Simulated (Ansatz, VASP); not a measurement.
**LiTaBe2N3: VASP beside Ansatz**

```xyz
7
Lattice="0.0000 3.2649 5.1941 2.0243 0.0000 5.1941 2.0243 3.2649 0.0000" Properties=species:S:1:pos:R:3 pbc="T T T"
Li    2.0243    3.2649    2.3671
Ta    2.0243    3.2649    5.7835
Be    3.0364    4.8974    9.2949
Be    1.0121    1.6325    4.1007
N     2.0243    5.4692    5.3220
N     2.0243    1.0606    5.3220
N     2.0243    3.2649    7.6902
```

Alike in both runs: functional PBE; k mesh 3 × 3 × 3; occupations gaussian, width 0.15 eV; no spin polarisation.

Ansatz relaxed the structure, and its values are those at the end. VASP's run is a single point on that final structure, the one shown.

|  | VASP | Ansatz |
| --- | --- | --- |
| version | VASP 6.6.1 | Ansatz 0.2.0 |
| potentials or method | VASP PAW PBE potentials, release 64 (Li_sv, Ta_pv, Be, N), cutoff 750 eV | scalar-relativistic, plane waves, PAW |
| valence electrons in the cell | 33 | 35 |

```tsv
	VASP	Ansatz	Ansatz less VASP
gap on the k mesh at the Fermi level (eV)	none	none	-
pressure (GPa)	0.4	0.0	-0.33
rms of the force components (eV/Å)	0.044	0.010	-0.0346
```

A gap of «none» marks a metal or a gap that the smearing closes. VASP's potentials hold 33 valence electrons a cell and Ansatz's 35, so a difference there can come from the potentials and not from the codes.

The k mesh is coarse, so the values compare programs but aren't converged. Neither program's run includes spin-orbit coupling.
